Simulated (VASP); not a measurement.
# C (Fd-3m) in VASP: single point with PBEsol

Aim: the single point of C with PBEsol.

Everything below comes from runs of VASP 6.6.1. Logs are shortened: lines on timing, memory, paths and dates and some standing lists are left out, and cuts for length are marked.

## (1) The cell of the first run

It takes space group Fd-3m (No. 227, cubic). The conventional cell has a = 3.554 Å, b = 3.554 Å, c = 3.554 Å, α = 90.00°, β = 90.00°, γ = 90.00°. Within 2.1 Å of C (site symmetry -43m) lie 4 C at 1.54 Å.

## (2) Single point, PBEsol

Contents of INCAR:

```
SYSTEM = C
ALGO = Normal ; EDIFF = 1E-6
ENCUT = 600 ; GGA = PS
GGA_COMPAT = .FALSE. ; ISIF = 2
ISMEAR = 0 ; LASPH = .TRUE.
LCHARG = .FALSE. ; LREAL = .FALSE.
LWAVE = .FALSE. ; NBANDS = 11
NELM = 120 ; PREC = Accurate
SIGMA = 0.02
```

Contents of KPOINTS:

```
k-points
0
G
  12 12 12
  0 0 0
```

Contents of POSCAR:

```
C
1.0
    0.0000000000      1.7769057984      1.7769057984
    1.7769057984      0.0000000000      1.7769057984
    1.7769057984      1.7769057984      0.0000000000
C
2
Direct
    0.5000000000      0.5000000000      0.5000000000
    0.7500000000      0.7500000000      0.7500000000
```

Potentials or basis: VASP PAW PBE potentials, release 64 (C).

Started as:

```
$ cat potpaw_PBE.64/C/POTCAR > POTCAR
$ mpirun -np 1 vasp_std > vasp.out
```

OUTCAR:

```text
SYSTEM = C
   EDIFF = 1E-6
   ENCUT = 600
   GGA = PS
   ISIF = 2
   ISMEAR = 0
   LASPH = .TRUE.
   LREAL = .FALSE.
   NELM = 120
   PREC = Accurate

 ion  position               nearest neighbor table
   1  0.500  0.500  0.500-   2 1.54   2 1.54   2 1.54   2 1.54
   2  0.750  0.750  0.750-   1 1.54   1 1.54   1 1.54   1 1.54

  LATTYP: Found a face centered cubic cell.
 ALAT       =     3.5538115968

  Lattice vectors:

 A1 = (   0.0000000000,   1.7769057984,   1.7769057984)
 A2 = (   1.7769057984,   0.0000000000,   1.7769057984)
 A3 = (   1.7769057984,   1.7769057984,   0.0000000000)

Analysis of symmetry for initial positions (statically):
=====================================================================
 Subroutine PRICEL returns:
 Original cell was already a primitive cell.

 Routine SETGRP: Setting up the symmetry group for a
 face centered cubic supercell.

 Subroutine GETGRP returns: Found 48 space group operations
 (whereof 24 operations were pure point group operations)
 out of a pool of 48 trial point group operations.

The static configuration has the point symmetry T_d .
 The point group associated with its full space group is O_h .

Analysis of symmetry for dynamics (positions and initial velocities):
=====================================================================
 Subroutine PRICEL returns:
 Original cell was already a primitive cell.

 Routine SETGRP: Setting up the symmetry group for a
 face centered cubic supercell.

 Subroutine GETGRP returns: Found 48 space group operations
 (whereof 24 operations were pure point group operations)
 out of a pool of 48 trial point group operations.

The dynamic configuration has the point symmetry T_d .
 The point group associated with its full space group is O_h .

 Subroutine INISYM returns: Found 48 space group operations
 (whereof 24 operations are pure point group operations),
 and found     1 'primitive' translations

----------------------------------------------------------------------------------------

                                     Primitive cell

  volume of cell :      11.2208

  direct lattice vectors                    reciprocal lattice vectors
     0.000000000  1.776905798  1.776905798    -0.281388018  0.281388018  0.281388018
     1.776905798  0.000000000  1.776905798     0.281388018 -0.281388018  0.281388018
     1.776905798  1.776905798  0.000000000     0.281388018  0.281388018 -0.281388018

  length of vectors
     2.512924279  2.512924279  2.512924279     0.487378343  0.487378343  0.487378343

  position of ions in fractional coordinates (direct lattice)
     0.500000000  0.500000000  0.500000000
     0.750000000  0.750000000  0.750000000

  ion indices of the primitive-cell ions
   primitive index   ion index
                 1           1
                 2           2

----------------------------------------------------------------------------------------

 KPOINTS: k-points

Automatic generation of k-mesh.
 Grid dimensions read from file:
 generate k-points for:   12   12   12

 Generating k-lattice:

  Cartesian coordinates                     Fractional coordinates (reciprocal lattice)
    -0.023449001  0.023449001  0.023449001     0.083333333  0.000000000  0.000000000
     0.023449001 -0.023449001  0.023449001     0.000000000  0.083333333  0.000000000
     0.023449001  0.023449001 -0.023449001     0.000000000  0.000000000  0.083333333

  Length of vectors
     0.040614862  0.040614862  0.040614862

  Shift w.r.t. Gamma in fractional coordinates (k-lattice)
     0.000000000  0.000000000  0.000000000

 Subroutine IBZKPT returns following result:
 ===========================================

 Found     72 irreducible k-points:

 Following reciprocal coordinates:
            Coordinates               Weight
  0.000000  0.000000  0.000000      1.000000
  0.083333  0.000000  0.000000      8.000000
  0.166667  0.000000  0.000000      8.000000
  0.250000  0.000000  0.000000      8.000000
  0.333333  0.000000  0.000000      8.000000
  0.416667  0.000000  0.000000      8.000000
[... 16 lines left out ...]
  0.500000  0.166667  0.000000     24.000000
 -0.416667  0.166667  0.000000     24.000000
 [... further k-points ...]
   k-points           NKPTS =     72   k-points in BZ     NKDIM =     72   number of bands    NBANDS=     11
   number of dos      NEDOS =    301   number of ions     NIONS =      2
   total plane-waves  NPLWV =   8000
   dimension x,y,z NGX =    20 NGY =   20 NGZ =   20
   dimension x,y,z NGXF=    40 NGYF=   40 NGZF=   40
   ions per type =               2
   NGX,Y,Z   is equivalent  to a cutoff of  13.23, 13.23, 13.23 a.u.
   NGXF,Y,Z  is equivalent  to a cutoff of  26.46, 26.46, 26.46 a.u.
 SYSTEM =  C
   PREC   = accura    normal or accurate (medium, high low for compatibility)
   ISTART =      0    job   : 0-new  1-cont  2-samecut
   ICHARG =      2    charge: 1-file 2-atom 10-const
   ISPIN  =      1    spin polarized calculation?
   LNONCOLLINEAR =      F non collinear calculations
   LSORBIT =      F    spin-orbit coupling
   LASPH  =      T    aspherical Exc in radial PAW
   ENCUT  =  600.0 eV  44.10 Ry    6.64 a.u.   5.02  5.02  5.02*2*pi/ulx,y,z
   NELM   =    120;   NELMIN=  2; NELMDL= -5     # of ELM steps
   EDIFF  = 0.1E-05   stopping-criterion for ELM
   LREAL  =      F    real-space projection
   EDIFFG = 0.1E-04   stopping-criterion for IOM
   NSW    =      0    number of steps for IOM
   IBRION =     -1    ionic relax: 0-MD 1-quasi-New 2-CG
   NFREE  =      0    steps in history (QN), initial steepest desc. (CG)
   ISIF   =      2    stress and relaxation
   ISYM   =      2    0-nonsym 1-usesym 2-fastsym
   POTIM  = 0.5000    time-step for ionic-motion
   TEBEG  =    0.0;   TEEND  =   0.0 temperature during run
   PSTRESS=    0.0 pullay stress
   NELECT =       8.0000    total number of electrons
   NUPDOWN=      -1.0000    fix difference up-down
   EMIN   =  10.00;   EMAX   =-10.00  energy-range for DOS
   EFERMI =   0.00;   METHOD = LEGACY
   ISMEAR =     0;   SIGMA  =   0.02  broadening in eV -4-tet -1-fermi 0-gaus
   EFERMI_NEDOS =   21; number of points for ismear=-14 and -15
   IALGO  =     38    algorithm
   IMIX   =      4    mixing-type and parameters
     AMIX     =   0.40;   BMIX     =  1.00
     AMIX_MAG =   1.60;   BMIX_MAG =  1.00
  volume/ion in A,a.u.               =       5.61        37.86
  Fermi-wavevector in a.u.,A,eV,Ry     =   1.462504  2.763732 29.101749  2.138918
  Thomas-Fermi vector in A             =   2.578710
   LORBIT       =      0    0 simple, 1 ext, 2 COOP (PROOUT), +10 PAW based schemes
   GGA     = PS    functional components
   LHFCALC =     F    Hartree Fock is set to
   AEXX    =    0.0000 exact exchange contribution
   IVDW    =     0    specifies the selected vdW correction
   LEPSILON=     F    determine dielectric tensor
   LRPA    =     F    only Hartree local field effects (RPA)
 non-spin polarized calculation
 Gauss-broadening in eV      SIGMA  =   0.02
  energy-cutoff  :      600.00
  volume of cell :       11.22
 maximum number of plane-waves:       388
   NGX =  9   NGY =  9   NGZ =  9

 number of electron       7.9999999 magnetization

 Free energy of the ion-electron system (eV)
  ---------------------------------------------------
  ext. energy  EPLUGINS =         0.00000000
  ---------------------------------------------------
  free energy    TOTEN  =       -19.25424677 eV

  energy without entropy =      -19.25424677  energy(sigma->0) =      -19.25424677

 E-fermi :  10.0297     XC(G=0): -13.4866

 val. band max:        9.8662304719   @ k =   0.0000   0.0000   0.0000
 cond. band min:      13.9272208968   @ k =   0.3333   0.3333   0.0000
 fundamental gap:      4.0609904250
 Fermi energy:        10.0296827236

 k-point     1 :       0.0000    0.0000    0.0000
  band No.  band energies     occupation
      1     -11.8020      2.00000
      2       9.8662      2.00000
      3       9.8662      2.00000
      4       9.8662      2.00000
      5      15.4356      0.00000
      6      15.4356      0.00000
      7      15.4356      0.00000
      8      23.4834      0.00000
      9      28.9655      0.00000
     10      36.4561      0.00000
     11      36.4561      0.00000

 k-point     2 :       0.0833    0.0000    0.0000
  band No.  band energies     occupation
      1     -11.6079      2.00000
      2       8.6204      2.00000
      3       9.5365      2.00000
      4       9.5365      2.00000
      5      15.8666      0.00000
      6      15.8666      0.00000
      7      16.1681      0.00000
      8      23.6294      0.00000
      9      29.2926      0.00000
     10      34.2091      0.00000
     11      34.2091      0.00000

 k-point     3 :       0.1667    0.0000    0.0000
  band No.  band energies     occupation
      1     -11.0274      2.00000
      2       6.0585      2.00000
      3       8.8238      2.00000
      4       8.8238      2.00000
      5      16.7981      0.00000
      6      16.7981      0.00000
      7      17.2903      0.00000
      8      24.0448      0.00000
      9      29.9776      0.00000
     10      32.5893      0.00000
     11      32.5893      0.00000

 k-point     4 :       0.2500    0.0000    0.0000
  band No.  band energies     occupation
      1     -10.0688      2.00000
      2       3.1909      2.00000
      3       8.0916      2.00000
      4       8.0916      2.00000
      5      17.6571      0.00000
      6      17.6571      0.00000
      7      18.0815      0.00000
      8      24.6160      0.00000
      9      30.4269      0.00000
     10      32.1739      0.00000
     11      32.1739      0.00000

 k-point     5 :       0.3333    0.0000    0.0000
  band No.  band energies     occupation
      1      -8.7513      2.00000
      2       0.3793      2.00000
      3       7.5119      2.00000
      4       7.5119      2.00000
      5      18.1332      0.00000
      6      18.1332      0.00000
      7      18.5428      0.00000
      8      25.1216      0.00000
      9      30.7015      0.00000
     10      33.0290      0.00000
     11      33.0290      0.00000
[... 211 lines left out ...]
 k-point    21 :       0.3333    0.1667    0.0000
  band No.  band energies     occupation
      1      -8.9933      2.00000
      2       2.5642      2.00000
      3       5.9624      2.00000
      4       6.4071      2.00000
      5      15.8330      0.00000
      6      20.7393      0.00000
      7      20.7683      0.00000
      8      21.5823      0.00000
      9      30.8627      0.00000
     10      31.4335      0.00000
     11      36.8855      0.00000

 k-point    22 :       0.4167    0.1667    0.0000
  band No.  band energies     occupation
      1      -7.5808      2.00000
      2      -0.0218      2.00000
      3       5.5477      2.00000
      4       5.7432      2.00000
      5      16.4812      0.00000
      6      20.8892      0.00000
      7      21.0870      0.00000
      8      22.5039      0.00000
      9      30.8491      0.00000
     10      32.3894      0.00000
     11      37.2616      0.00000

 k-point    23 :       0.5000    0.1667    0.0000
  band No.  band energies     occupation
      1      -5.9616      2.00000
      2      -2.3077      2.00000
      3       4.8170      2.00000
      4       5.8343      2.00000
      5      16.8914      0.00000
      6      20.6050      0.00000
      7      21.2133      0.00000
      8      24.1351      0.00000
      9      29.9191      0.00000
     10      33.7421      0.00000
     11      36.4407      0.00000

 k-point    24 :      -0.4167    0.1667    0.0000
  band No.  band energies     occupation
      1      -5.5105      2.00000
      2      -2.8463      2.00000
      3       4.3200      2.00000
      4       6.2209      2.00000
      5      17.3346      0.00000
      6      20.1085      0.00000
      7      21.1856      0.00000
      8      25.3309      0.00000
      9      29.2154      0.00000
     10      34.0044      0.00000
     11      34.4656      0.00000

 [... further k-points ...]
[... 5 lines left out ...]
  --------------------------------------------------------------------------------------
  -------------------------------------------------------------------------------------
  Total        0.0306678      0.0306678      0.0306678     -0.0000000     -0.0000000      0.0000000
  in kB        4.3789559      4.3789559      4.3789559     -0.0000000     -0.0000000      0.0000000
  external PRESSURE =       4.3789559 kB  Pullay stress =       0.0000000 kB

 VOLUME and BASIS-vectors are now :
 -----------------------------------------------------------------------------
  energy-cutoff  :      600.00
  volume of cell :       11.22
      direct lattice vectors                 reciprocal lattice vectors
     0.000000000  1.776905798  1.776905798    -0.281388018  0.281388018  0.281388018
     1.776905798  0.000000000  1.776905798     0.281388018 -0.281388018  0.281388018
     1.776905798  1.776905798  0.000000000     0.281388018  0.281388018 -0.281388018

 POSITION                                       TOTAL-FORCE (eV/Angst)
 -----------------------------------------------------------------------------------
      1.77691      1.77691      1.77691         0.000000      0.000000      0.000000
      2.66536      2.66536      2.66536        -0.000000     -0.000000     -0.000000
 -----------------------------------------------------------------------------------
    total drift:                                0.000000     -0.000000      0.000000

  FREE ENERGIE OF THE ION-ELECTRON SYSTEM (eV)
  ---------------------------------------------------
  free  energy   TOTEN  =       -19.2542467714 eV

  energy  without entropy=      -19.2542467714  energy(sigma->0) =      -19.25424677
```

It took 17 s on 1 thread of AMD EPYC 7R13, shared host; peak memory 0.09 GiB.

What came out:

```yaml
Free_energy: -19.2542 eV
Pressure: 0.4 GPa
Band_gap_on_the_k_mesh: 4.06 eV, indirect (least direct gap 5.57 eV)
```

Caveat: the PAW data sets were made with another functional, which shifts forces and pressure a little.
